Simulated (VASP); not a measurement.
Set up this calculation in VASP 6.6.1, as the native input.

```
Task                   : single point
Functional             : PBEsol
Potentials or basis    : VASP PAW PBE potentials, release 64 (In_d, O)
Cutoff                 : 520 eV
k mesh                 : 12 × 12 × 4
Occupations            : gaussian, width 0.03 eV
Spin                   : no spin polarisation
Dipole correction      : no
Further INCAR settings : ALGO = Normal; EDIFF = 1e-06; NBANDS = 27
```

The structure of InO lies in POSCAR:

```
InO
1.0
    3.2499750169      0.0000000000      0.0000000000
   -1.6249875085      2.8145609263      0.0000000000
    0.0000000000      0.0000000000     17.9291077610
In O
2 2
Direct
    0.6666666667      0.3333333333      0.5900210000
    0.6666666667      0.3333333333      0.4099790000
    0.0000000000      0.0000000000      0.6398670000
    0.0000000000      0.0000000000      0.3601330000
```

This cell differs from its parent crystal: ratio of the length along z to the lengths across it x 1.2, volume and fractional coordinates fixed.

The input as run:

INCAR

```
ALGO = Normal
EDIFF = 1E-6
ENCUT = 520
GGA = PS
ISIF = 2
ISMEAR = 0
LASPH = True
LCHARG = False
LREAL = False
LWAVE = False
NBANDS = 27
NELM = 60
PREC = Accurate
SIGMA = 0.03
```

KPOINTS

```
k-points
0
Gamma
  12 12 4
```

Potentials or basis: VASP PAW PBE potentials, release 64 (In_d, O).

Run with:

```console
$ cat potpaw_PBE.64/In_d/POTCAR potpaw_PBE.64/O/POTCAR > POTCAR
$ mpirun -np 1 vasp_std > vasp.out
```

It gave:

```json
{
 "Largest force": "1.096 eV/Å",
 "Band gap on the k mesh": "zero (bands 19 and 20 overlap by 0.44 eV)"
}
```

Caveat: the PAW data sets were made with another functional, which shifts forces and pressure a little; spin-orbit coupling is left out, which moves the levels of the heavy elements.

Wall time 6.6 min on 1 thread of Intel Xeon 8259CL, with other jobs on the host, peak memory 0.4 GiB.
